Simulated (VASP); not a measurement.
# ZnS (Pmm2) in VASP: further runs

Runs on ZnS. Level: PBE. Tasks: single point.

Everything below comes from runs of VASP 6.6.1. Logs are shortened: lines on timing, memory, paths and dates and some standing lists are left out, and cuts for length are marked.

## Step 1: The cell of the first run

It takes space group Pmm2 (No. 25, orthorhombic). Conventional cell: a = 3.825 Å, b = 3.825 Å, c = 12.319 Å, α = 90.00°, β = 90.00°, γ = 90.00°. Zn (site symmetry mm2) has 2 S at 2.34 Å within 3.1 Å. Within 3.1 Å of Zn (site symmetry mm2) lie 4 S at 2.34 Å. Zn (site symmetry mm2) has 4 S at 2.34 Å within 3.1 Å. Within 3.1 Å of Zn (site symmetry mm2) lie 4 S at 2.34 Å. Within 3.1 Å of S (site symmetry mm2) lie 4 Zn at 2.34 Å. Within 3.1 Å of S (site symmetry mm2) lie 4 Zn at 2.34 Å. Within 3.1 Å of S (site symmetry mm2) lie 4 Zn at 2.34 Å. Within 3.1 Å of S (site symmetry mm2) lie 2 Zn at 2.34 Å.

## Step 2: Single point, PBE (the distance across one plane changed)

Input file INCAR:

```
SYSTEM = ZnS
ALGO = Normal
EDIFF = 1E-6
ENCUT = 520
GGA = PE
ISIF = 2
ISMEAR = 0
LASPH = .TRUE.
LCHARG = .FALSE.
LREAL = .FALSE.
LWAVE = .FALSE.
NBANDS = 46
NELM = 60
PREC = Accurate
SIGMA = 0.05
```

Input file KPOINTS:

```
k-points
0
G
  7 7 3
  0 0 0
```

Input file POSCAR:

```
ZnS
1.0
   -2.7046500000     -2.7046500000      0.0000000000
    2.7046500000     -2.7046500000      0.0000000000
    0.0000000000      0.0000000000     12.3186000000
Zn S
4 4
Direct
    0.0000000000      0.0000000000      0.8233433588
    0.5000000000      0.5000000000      0.1646686718
    0.0000000000      0.0000000000      0.3842269008
    0.5000000000      0.5000000000      0.6037851298
    0.5000000000      0.0000000000      0.2744477863
    0.0000000000      0.5000000000      0.4940060153
    0.5000000000      0.0000000000      0.7135642443
    0.0000000000      0.5000000000      0.0548895573
```

Potentials or basis: VASP PAW PBE potentials, release 64 (Zn, S).

Run with:

```console
> cat potpaw_PBE.64/Zn/POTCAR potpaw_PBE.64/S/POTCAR > POTCAR
> mpirun -np 1 vasp_std > vasp.out
```

OUTCAR:

```text
SYSTEM = ZnS
   EDIFF = 1E-6
   ENCUT = 520
   GGA = PE
   ISIF = 2
   ISMEAR = 0
   LASPH = .TRUE.
   LREAL = .FALSE.
   NELM = 60
   PREC = Accurate

 ion  position               nearest neighbor table
   1  0.000  0.000  0.823-   7 2.34   7 2.34
   2  0.500  0.500  0.165-   5 2.34   8 2.34   5 2.34   8 2.34
   3  0.000  0.000  0.384-   5 2.34   6 2.34   6 2.34   5 2.34
   4  0.500  0.500  0.604-   6 2.34   7 2.34   7 2.34   6 2.34
   5  0.500  0.000  0.274-   2 2.34   3 2.34   2 2.34   3 2.34
   6  0.000  0.500  0.494-   3 2.34   4 2.34   3 2.34   4 2.34
   7  0.500  0.000  0.714-   1 2.34   4 2.34   4 2.34   1 2.34
   8  0.000  0.500  0.055-   2 2.34   2 2.34

  LATTYP: Found a simple tetragonal cell.
 ALAT       =     3.8249527115
 C/A-ratio  =     3.2205888358

  Lattice vectors:

 A1 = (  -2.7046500000,  -2.7046500000,   0.0000000000)
 A2 = (   2.7046500000,  -2.7046500000,   0.0000000000)
 A3 = (   0.0000000000,   0.0000000000,  12.3186000000)

Analysis of symmetry for initial positions (statically):
=====================================================================
 Subroutine PRICEL returns:
 Original cell was already a primitive cell.

 Routine SETGRP: Setting up the symmetry group for a
 simple tetragonal supercell.

 Subroutine GETGRP returns: Found  4 space group operations
 (whereof  4 operations were pure point group operations)
 out of a pool of 16 trial point group operations.

The static configuration has the point symmetry C_2v.

Analysis of symmetry for dynamics (positions and initial velocities):
=====================================================================
 Subroutine PRICEL returns:
 Original cell was already a primitive cell.

 Routine SETGRP: Setting up the symmetry group for a
 simple tetragonal supercell.

 Subroutine GETGRP returns: Found  4 space group operations
 (whereof  4 operations were pure point group operations)
 out of a pool of 16 trial point group operations.

The dynamic configuration has the point symmetry C_2v.

 Subroutine INISYM returns: Found  4 space group operations
 (whereof  4 operations are pure point group operations),
 and found     1 'primitive' translations

----------------------------------------------------------------------------------------

                                     Primitive cell

  volume of cell :     180.2244

  direct lattice vectors                    reciprocal lattice vectors
    -2.704650000 -2.704650000  0.000000000    -0.184866803 -0.184866803  0.000000000
     2.704650000 -2.704650000  0.000000000     0.184866803 -0.184866803  0.000000000
     0.000000000  0.000000000 12.318600000     0.000000000  0.000000000  0.081178056

  length of vectors
     3.824952711  3.824952711 12.318600000     0.261441141  0.261441141  0.081178056

  position of ions in fractional coordinates (direct lattice)
     0.000000000  0.000000000  0.823343359
     0.500000000  0.500000000  0.164668672
     0.000000000  0.000000000  0.384226901
     0.500000000  0.500000000  0.603785130
     0.500000000  0.000000000  0.274447786
     0.000000000  0.500000000  0.494006015
     0.500000000  0.000000000  0.713564244
     0.000000000  0.500000000  0.054889557

  ion indices of the primitive-cell ions
   primitive index   ion index
                 1           1
                 2           2
                 3           3
                 4           4
                 5           5
                 6           6
                 7           7
                 8           8

----------------------------------------------------------------------------------------

 KPOINTS: k-points

Automatic generation of k-mesh.
 Grid dimensions read from file:
 generate k-points for:    7    7    3

 Generating k-lattice:

  Cartesian coordinates                     Fractional coordinates (reciprocal lattice)
    -0.026409543 -0.026409543  0.000000000     0.142857143  0.000000000  0.000000000
     0.026409543 -0.026409543  0.000000000     0.000000000  0.142857143  0.000000000
     0.000000000  0.000000000  0.027059352     0.000000000  0.000000000  0.333333333

  Length of vectors
     0.037348734  0.037348734  0.027059352

  Shift w.r.t. Gamma in fractional coordinates (k-lattice)
     0.000000000  0.000000000  0.000000000

 Subroutine IBZKPT returns following result:
 ===========================================

 Found     32 irreducible k-points:

 Following reciprocal coordinates:
            Coordinates               Weight
  0.000000  0.000000  0.000000      1.000000
  0.142857  0.000000  0.000000      2.000000
  0.000000  0.142857  0.000000      2.000000
  0.285714  0.000000  0.000000      2.000000
  0.000000  0.285714  0.000000      2.000000
  0.428571  0.000000  0.000000      2.000000
[... 16 lines left out ...]
  0.000000  0.428571  0.333333      4.000000
  0.142857  0.142857  0.333333      8.000000
 [... further k-points ...]
[... 28 lines left out ...]
   PSTRESS=    0.0 pullay stress
   NELECT =      72.0000    total number of electrons
   NUPDOWN=      -1.0000    fix difference up-down
   EMIN   =  10.00;   EMAX   =-10.00  energy-range for DOS
   EFERMI =   0.00;   METHOD = LEGACY
   ISMEAR =     0;   SIGMA  =   0.05  broadening in eV -4-tet -1-fermi 0-gaus
   EFERMI_NEDOS =   21; number of points for ismear=-14 and -15
   IALGO  =     38    algorithm
   IMIX   =      4    mixing-type and parameters
     AMIX     =   0.40;   BMIX     =  1.00
     AMIX_MAG =   1.60;   BMIX_MAG =  1.00
  volume/ion in A,a.u.               =      22.53       152.03
  Fermi-wavevector in a.u.,A,eV,Ry     =   1.205724  2.278488 19.779740  1.453770
  Thomas-Fermi vector in A             =   2.341412
   LORBIT       =      0    0 simple, 1 ext, 2 COOP (PROOUT), +10 PAW based schemes
   GGA     = PE    functional components
   LHFCALC =     F    Hartree Fock is set to
   AEXX    =    0.0000 exact exchange contribution
   IVDW    =     0    specifies the selected vdW correction
   LEPSILON=     F    determine dielectric tensor
   LRPA    =     F    only Hartree local field effects (RPA)
 non-spin polarized calculation
 Gauss-broadening in eV      SIGMA  =   0.05
  energy-cutoff  :      520.00
  volume of cell :      180.22
 maximum number of plane-waves:      4876
   NGX = 15   NGY = 15   NGZ = 45

 number of electron      71.9999934 magnetization

 Free energy of the ion-electron system (eV)
  ---------------------------------------------------
  ext. energy  EPLUGINS =         0.00000000
  ---------------------------------------------------
  free energy    TOTEN  =       -24.93759417 eV

  energy without entropy =      -24.93442861  energy(sigma->0) =      -24.93601139

 E-fermi :   2.4887     XC(G=0):  -8.9870

 val. band max:        2.4794868769   @ k =   0.1429   0.0000   0.0000
 cond. band min:       2.5168854671   @ k =   0.4286   0.0000   0.0000
 fundamental gap:      0.0373985902
 Fermi energy:         2.4886713231

 k-point     1 :       0.0000    0.0000    0.0000
  band No.  band energies     occupation
      1     -12.5971      2.00000
      2     -11.7397      2.00000
      3     -10.9153      2.00000
      4      -9.3573      2.00000
      5      -6.0794      2.00000
      6      -5.9684      2.00000
[... 38 lines left out ...]
     45       7.2050      0.00000
     46       7.3360      0.00000

 k-point     2 :       0.1429    0.0000    0.0000
  band No.  band energies     occupation
      1     -12.5222      2.00000
      2     -11.6804      2.00000
      3     -10.8653      2.00000
      4      -9.3042      2.00000
      5      -6.0339      2.00000
      6      -5.9668      2.00000
[... 38 lines left out ...]
     45       7.1897      0.00000
     46       7.7626      0.00000

 k-point     3 :       0.0000    0.1429    0.0000
  band No.  band energies     occupation
      1     -12.5223      2.00000
      2     -11.6821      2.00000
      3     -10.8679      2.00000
      4      -9.3291      2.00000
      5      -6.0442      2.00000
      6      -5.9647      2.00000
[... 1018 lines left out ...]
     45       7.9696      0.00000
     46       8.2829      0.00000

 k-point    24 :       0.1429    0.1429    0.3333
  band No.  band energies     occupation
      1     -12.4498      2.00000
      2     -11.6241      2.00000
      3     -10.8159      2.00000
      4      -9.2749      2.00000
      5      -5.9984      2.00000
      6      -5.9635      2.00000
[... 38 lines left out ...]
     45       7.3728      0.00000
     46       7.9322      0.00000

 [... further k-points ...]

------------------------ aborting loop because EDIFF is reached ----------------------------------------

  FORCE on cell =-STRESS in cart. coord.  units (eV):
  Direction    XX          YY          ZZ          XY          YZ          ZX
  --------------------------------------------------------------------------------------
  -------------------------------------------------------------------------------------
  Total        0.9570876      0.9570876     -4.3194272     -1.0286529      0.0000000      0.0000000
  in kB        8.5084176      8.5084176    -38.3992946     -9.1446261      0.0000000      0.0000000
  external PRESSURE =      -7.1274864 kB  Pullay stress =       0.0000000 kB

 VOLUME and BASIS-vectors are now :
 -----------------------------------------------------------------------------
  energy-cutoff  :      520.00
  volume of cell :      180.22
      direct lattice vectors                 reciprocal lattice vectors
    -2.704650000 -2.704650000  0.000000000    -0.184866803 -0.184866803  0.000000000
     2.704650000 -2.704650000  0.000000000     0.184866803 -0.184866803  0.000000000
     0.000000000  0.000000000 12.318600000     0.000000000  0.000000000  0.081178056

 POSITION                                       TOTAL-FORCE (eV/Angst)
 -----------------------------------------------------------------------------------
      0.00000      0.00000     10.14244        -0.000000     -0.000000      1.257202
      0.00000     -2.70465      2.02849         0.000000      0.000000     -0.912532
      0.00000      0.00000      4.73314         0.000000      0.000000     -0.559360
      0.00000     -2.70465      7.43779         0.000000      0.000000     -0.586099
     -1.35232     -1.35232      3.38081         0.000000      0.000000      0.562064
      1.35232     -1.35232      6.08546         0.000000      0.000000      0.559292
     -1.35232     -1.35232      8.79011         0.000000      0.000000      0.804237
      1.35232     -1.35232      0.67616         0.000000      0.000000     -1.124804
 -----------------------------------------------------------------------------------
    total drift:                                0.000000     -0.000000     -0.001135

  FREE ENERGIE OF THE ION-ELECTRON SYSTEM (eV)
  ---------------------------------------------------
  free  energy   TOTEN  =       -24.9375941721 eV

  energy  without entropy=      -24.9344286146  energy(sigma->0) =      -24.93601139
```

Run time: 6.9 min. Hardware: 1 thread of AMD EPYC 7R13, shared host; peak memory 0.35 GiB.

Results:

- Free energy: -24.9376 eV
- Pressure: -0.7 GPa
- Largest force: 1.257 eV/Å
- Band gap on the k mesh: zero (bands 36 and 37 overlap by 0.17 eV)

Forces in eV/Å, atoms in the order of the input:
```
Zn   0.000  0.000  1.257
Zn   0.000  0.000 -0.913
Zn   0.000  0.000 -0.559
Zn   0.000  0.000 -0.586
S    0.000  0.000  0.562
S    0.000  0.000  0.559
S    0.000  0.000  0.804
S    0.000  0.000 -1.125
```

Stress tensor (GPa, compression positive):
```
 0.85 -0.91  0.00
-0.91  0.85  0.00
 0.00  0.00 -3.84
```

Caveat: the cell differs from its parent crystal (the distance across one plane changed); semilocal functionals underestimate gaps, and a narrow one can read as zero; forces of over 1 eV/Å act on the atoms, so gaps and moduli don't describe the material at rest.

## Step 3: Single point, PBE (the distance across one plane changed)

Input file INCAR:

```
  PREC = Accurate
  ENCUT = 520
  EDIFF = 1E-6
  ISMEAR = 0
  SIGMA = 0.05
  LREAL = F
  LASPH = T
  NELM = 100
  ALGO = Normal
  ISIF = 2
  LWAVE = F
  LCHARG = F
  GGA = PE
  NBANDS = 46
```

Input file KPOINTS:

```
regular mesh
0
Gamma
  7 7 3
```

Input file POSCAR:

```
ZnS
1.0
   -2.7046500000     -2.7046500000      0.0000000000
    2.7046500000     -2.7046500000      0.0000000000
    0.0000000000      0.0000000000     12.8186000000
Zn S
4 4
Direct
    0.0000000000      0.0000000000      0.7912281762
    0.5000000000      0.5000000000      0.1582456352
    0.0000000000      0.0000000000      0.3692398156
    0.5000000000      0.5000000000      0.5802339959
    0.5000000000      0.0000000000      0.2637427254
    0.0000000000      0.5000000000      0.4747369057
    0.5000000000      0.0000000000      0.6857310861
    0.0000000000      0.5000000000      0.0527485451
```

Potentials or basis: VASP PAW PBE potentials, release 64 (Zn, S).

Run with:

```console
> cat potpaw_PBE.64/Zn/POTCAR potpaw_PBE.64/S/POTCAR > POTCAR
> mpirun -np 1 vasp_std > vasp.out
```

It took 7.2 min on 1 thread of AMD EPYC 7R13, shared host; peak memory 0.36 GiB.

The run converged. Its results:

| Property | Result |
| --- | --- |
| Free energy | -24.3528 eV |
| Pressure | -0.2 GPa |
| Largest force | 0.854 eV/Å |
| Band gap on the k mesh | zero (bands 36 and 37 overlap by 0.10 eV) |

Forces in eV/Å, atoms in the order of the input:
```
Zn   0.000  0.000  0.616
Zn   0.000  0.000 -0.854
Zn   0.000  0.000 -0.560
Zn   0.000  0.000 -0.595
S    0.000  0.000  0.580
S    0.000  0.000  0.543
S    0.000  0.000  0.684
S    0.000  0.000 -0.416
```

Stress tensor (GPa, compression positive):
```
 0.62 -0.45  0.00
-0.45  0.62  0.00
 0.00  0.00 -1.77
```

Levels at points of the mesh, in eV from the Fermi level:
```csv
k point,band 33,band 34,band 35,band 36,band 37,band 38,band 39,band 40
"(0.00, 0.00, 0.00)",-1.55,-0.98,-0.62,-0.40,0.10,2.08,2.28,2.73
```

Caveat: the cell differs from its parent crystal (the distance across one plane changed); semilocal functionals underestimate gaps, and a narrow one can read as zero.

## Step 4: Single point, PBE (the distance across one plane changed)

Input file INCAR:

```
PREC = Accurate ; ENCUT = 520
EDIFF = 1E-6 ; ISMEAR = 0
SIGMA = 0.05 ; LREAL = False
LASPH = True ; NELM = 80
ALGO = Normal ; ISIF = 2
LWAVE = False ; LCHARG = False
GGA = PE ; NBANDS = 46
```

KPOINTS is that of step 3.

Input file POSCAR:

```
ZnS
1.0
   -2.7046500000     -2.7046500000      0.0000000000
    2.7046500000     -2.7046500000      0.0000000000
    0.0000000000      0.0000000000     13.8186000000
Zn S
4 4
Direct
    0.0000000000      0.0000000000      0.7339699753
    0.5000000000      0.5000000000      0.1467939951
    0.0000000000      0.0000000000      0.3425193218
    0.5000000000      0.5000000000      0.5382446485
    0.5000000000      0.0000000000      0.2446566584
    0.0000000000      0.5000000000      0.4403819852
    0.5000000000      0.0000000000      0.6361073119
    0.0000000000      0.5000000000      0.0489313317
```

Run with:

```console
> cat potpaw_PBE.64/Zn/POTCAR potpaw_PBE.64/S/POTCAR > POTCAR
> mpirun -np 1 vasp_std > vasp.out
```

Run time: 10 min. Hardware: 1 thread of AMD EPYC 7R13, shared host; peak memory 0.38 GiB.

The run converged. Its results:

- Free energy: -23.9212 eV
- Pressure: 0.2 GPa
- Largest force: 0.785 eV/Å
- Band gap on the k mesh: zero (bands 36 and 37 overlap by 0.03 eV)

Forces on the atoms (eV/Å):
```
Zn   0.000  0.000  0.141
Zn   0.000  0.000 -0.785
Zn   0.000  0.000 -0.567
Zn   0.000  0.000 -0.581
S    0.000  0.000  0.616
S    0.000  0.000  0.509
S    0.000  0.000  0.526
S    0.000  0.000  0.141
```

Stress tensor (GPa, compression positive):
```
 0.28 -0.12  0.00
-0.12  0.28  0.00
 0.00  0.00  0.18
```

Levels at points of the mesh, in eV from the Fermi level:
| k point | band 33 | band 34 | band 35 | band 36 | band 37 | band 38 | band 39 | band 40 |
| --- | --- | --- | --- | --- | --- | --- | --- | --- |
| (0.00, 0.00, 0.00) | -1.23 | -0.72 | -0.35 | -0.11 | 0.30 | 2.29 | 2.56 | 2.97 |

Caveat: the cell differs from its parent crystal (the distance across one plane changed); semilocal functionals underestimate gaps, and a narrow one can read as zero.

## Step 5: Single point, PBE (the distance across one plane changed)

Input file INCAR:

```
PREC     = Accurate       # precision mode
ENCUT    = 520            # plane-wave cutoff, eV
EDIFF    = 1E-6           # SCF threshold, eV
ISMEAR   = 0              # smearing method
SIGMA    = 0.05           # smearing width, eV
LREAL    = F              # projectors in reciprocal space
LASPH    = T              # aspherical terms in the spheres
NELM     = 80             # most SCF steps
ALGO     = Normal         # electronic algorithm
ISIF     = 2              # what is computed and relaxed
LWAVE    = F              # write WAVECAR
LCHARG   = F              # write CHGCAR
GGA      = PE             # functional
NBANDS   = 46             # bands
```

Input file KPOINTS:

```
Automatic mesh
0
Gamma
  7 7 3
```

Input file POSCAR:

```
ZnS
1.0
   -2.7046500000     -2.7046500000      0.0000000000
    2.7046500000     -2.7046500000      0.0000000000
    0.0000000000      0.0000000000     10.5186000000
Zn S
4 4
Direct
    0.0000000000      0.0000000000      0.9642383492
    0.5000000000      0.5000000000      0.1928476698
    0.0000000000      0.0000000000      0.4499778963
    0.5000000000      0.5000000000      0.7071081228
    0.5000000000      0.0000000000      0.3214127831
    0.0000000000      0.5000000000      0.5785430095
    0.5000000000      0.0000000000      0.8356732360
    0.0000000000      0.5000000000      0.0642825566
```

Run with:

```console
> cat potpaw_PBE.64/Zn/POTCAR potpaw_PBE.64/S/POTCAR > POTCAR
> mpirun -np 1 vasp_std > vasp.out
```

Run time: 5.9 min. Hardware: 1 thread of AMD EPYC 7R13, shared host; peak memory 0.3 GiB.

Results (log left out):

| Property | Result |
| --- | --- |
| Free energy | -27.0812 eV |
| Pressure | 4.2 GPa |
| Largest force | 1.659 eV/Å |
| Band gap on the k mesh | 2.13 eV |

Forces on the atoms (eV/Å):
```
Zn   0.000  0.000 -1.498
Zn   0.000  0.000  0.237
Zn   0.000  0.000  0.101
Zn   0.000  0.000  0.096
S    0.000  0.000 -0.088
S    0.000  0.000 -0.106
S    0.000  0.000 -0.401
S    0.000  0.000  1.659
```

Stress tensor (GPa, compression positive):
```
 4.13 -1.52  0.00
-1.52  4.13  0.00
 0.00  0.00  4.31
```

Levels at points of the mesh, in eV from the valence-band top:
```tsv
k point	band 33	band 34	band 35	band 36	band 37	band 38	band 39	band 40
(0.00, 0.00, 0.00)	-1.25	-0.08	-0.03	0.00	2.13	3.15	3.69	4.34
```

Caveat: the cell differs from its parent crystal (the distance across one plane changed); the cell stands under pressure; forces of over 1 eV/Å act on the atoms, so gaps and moduli don't describe the material at rest.

## Step 6: The runs side by side

```tsv
cell	gap on the mesh (eV)	pressure (GPa)	largest force (eV/Å)
a = 3.825, b = 3.825, c = 12.319 Å, 8 atoms	none	-0.7	1.26
a = 3.825, b = 3.825, c = 12.819 Å, 8 atoms	none	-0.2	0.85
a = 3.825, b = 3.825, c = 13.819 Å, 8 atoms	none	0.2	0.79
a = 3.825, b = 3.825, c = 10.519 Å, 8 atoms	2.13	4.2	1.66
```

Alike in all rows: task single point; level PBE; potentials or basis VASP PAW PBE potentials, release 64 (Zn, S); no spin polarisation; k mesh 7 × 7 × 3; cutoff (eV) 520; smearing gaussian 0.05 eV.

Caveats: semilocal functionals underestimate gaps, and a narrow one can read as zero (at least some runs); forces of over 1 eV/Å act on the atoms, so gaps and moduli don't describe the material at rest (at least some runs); the cell stands under pressure (at least some runs).

Absolute energies hang on the potentials; compare differences alone.

The gap in the log of VASP goes by the Fermi energy; the results here count the filled bands.